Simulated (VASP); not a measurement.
Wanted: the native input for a VASP 6.6.1 run.

- Task: single point
- Functional: PBEsol
- Potentials or basis: VASP PAW PBE potentials, release 64 (Ga_d)
- Cutoff: 500 eV
- k mesh: 6 × 6 × 6
- Occupations: fermi-dirac, width 0.05 eV
- Spin: no spin polarisation
- Dipole correction: no
- Further INCAR settings: ALGO = Normal; EDIFF = 1e-06; NBANDS = 26

The structure of Ga lies in POSCAR:

```
Ga
1.0
    0.0000000000      3.4666300000      3.4666300000
    3.4666300000      0.0000000000      3.4666300000
    3.4666300000      3.4666300000      0.0000000000
Ga
3
Direct
    0.2500000000      0.2500000000      0.2500000000
    0.7500000000      0.7500000000      0.7500000000
    0.5000000000      0.5000000000      0.5000000000
```

This isn't the form of Ga at room conditions, which is orthorhombic.

The input as run:

INCAR

```
SYSTEM = Ga
ALGO     = Normal         ! electronic algorithm
EDIFF    = 1E-6           ! SCF threshold, eV
ENCUT    = 500            ! plane-wave cutoff, eV
GGA      = PS             ! functional
GGA_COMPAT= .FALSE.      
ISIF     = 2              ! what is computed and relaxed
ISMEAR   = -1             ! smearing method
LASPH    = .TRUE.         ! aspherical terms in the spheres
LCHARG   = .TRUE.         ! write CHGCAR
LELF     = .TRUE.         ! ELF
LREAL    = .FALSE.        ! projectors in reciprocal space
LVHAR    = .TRUE.       
LWAVE    = .FALSE.        ! write WAVECAR
NBANDS   = 26             ! bands
NELM     = 120            ! most SCF steps
PREC     = Accurate       ! precision mode
SIGMA    = 0.05           ! smearing width, eV
```

KPOINTS

```
k-points
0
G
  6 6 6
  0 0 0
```

Potentials or basis: VASP PAW PBE potentials, release 64 (Ga_d).

Run with:

```sh
$ cat potpaw_PBE.64/Ga_d/POTCAR > POTCAR
$ mpirun -np 1 vasp_std > vasp.out
```

Results of the run:

The pressure is -8.2 GPa and the band gap on the k mesh is zero (an odd number of electrons rules out a gap without spin polarisation).

Caveat: the cell stands under tension; the PAW data sets were made with another functional, which shifts forces and pressure a little.

Wall time 19 s on 1 thread of Intel(R) Xeon(R) 6975P-C (Granite Rapids), with other jobs on the host, peak memory 0.19 GiB.
